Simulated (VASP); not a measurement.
Wanted: the native input for a VASP 6.6.1 run.

| Property | Result |
| --- | --- |
| Task | single point |
| Functional | HSE06 |
| Potentials or basis | VASP PAW PBE potentials, release 64 (Al, N) |
| Cutoff | 520 eV |
| k mesh | 6 × 6 × 4 |
| Occupations | gaussian, width 0.01 eV |
| Spin | no spin polarisation |
| Dipole correction | no |
| Grid for exact exchange (PRECFOCK) | Normal |
| Further INCAR settings | ALGO = Normal; EDIFF = 1e-07; NBANDS = 16 |
| Share of exact exchange | 0.25 |
| Screening parameter | 0.2079 1/Å |

AlN:

```xyz
4
Lattice="3.1378 0.0000 0.0000 -1.5689 2.7174 0.0000 0.0000 0.0000 5.0284" Properties=species:S:1:pos:R:3 pbc="T T T"
Al    0.0000    1.8116   -0.0161
Al    1.5689    0.9058    2.4981
N     0.0000    1.8116    1.9018
N     1.5689    0.9058    4.4160
```

This cell differs from its parent crystal: strain +1.0%.

The input as run:

POSCAR

```
AlN
1.0
    3.1377606977      0.0000000000      0.0000000000
   -1.5688803489      2.7173804752      0.0000000000
    0.0000000000      0.0000000000      5.0283774674
Al N
2 2
Direct
    0.3333333333      0.6666666667     -0.0032059052
    0.6666666667      0.3333333333      0.4967940948
    0.3333333333      0.6666666667      0.3782059052
    0.6666666667      0.3333333333      0.8782059052
```

INCAR.step1

```
SYSTEM = AlN
PREC = Accurate
ENCUT = 520
EDIFF = 1E-5
ISMEAR = 0
SIGMA = 0.01
LREAL = .False.
LASPH = .True.
NELM = 100
ALGO = Normal
ISIF = 2
LWAVE = .True.
LCHARG = .False.
NBANDS = 16
GGA = PE
```

INCAR.step2

```
SYSTEM = AlN
PREC = Accurate
ENCUT = 520
EDIFF = 1E-7
ISMEAR = 0
SIGMA = 0.01
LREAL = .False.
LASPH = .True.
NELM = 100
ALGO = Normal
ISIF = 2
LWAVE = .False.
LCHARG = .False.
GGA = PE
LHFCALC = .True.
HFSCREEN = 0.2079
PRECFOCK = Normal
NBANDS = 16
ISTART = 1
```

KPOINTS

```
regular mesh
0
Gamma
  6 6 4
  0 0 0
```

Potentials or basis: VASP PAW PBE potentials, release 64 (Al, N).

Command:

```bash
$ cat potpaw_PBE.64/Al/POTCAR potpaw_PBE.64/N/POTCAR > POTCAR
$ cp INCAR.step1 INCAR
$ mpirun -np 1 vasp_std > vasp.out
$ cp INCAR.step2 INCAR
$ mpirun -np 1 vasp_std > vasp.out
```

Results of the run:

| Property | Result |
| --- | --- |
| Pressure | -6.7 GPa |
| Largest force | 0.006 eV/Å |
| Band gap on the k mesh | 5.31 eV |

Caveat: the cell differs from its parent crystal (strain +1.0%); the cell stands under tension; the PAW data sets were made with another functional, which shifts forces and pressure a little.

It took 49 min on 1 thread of Intel Xeon 8259CL, on a shared host, peak memory 0.27 GiB.
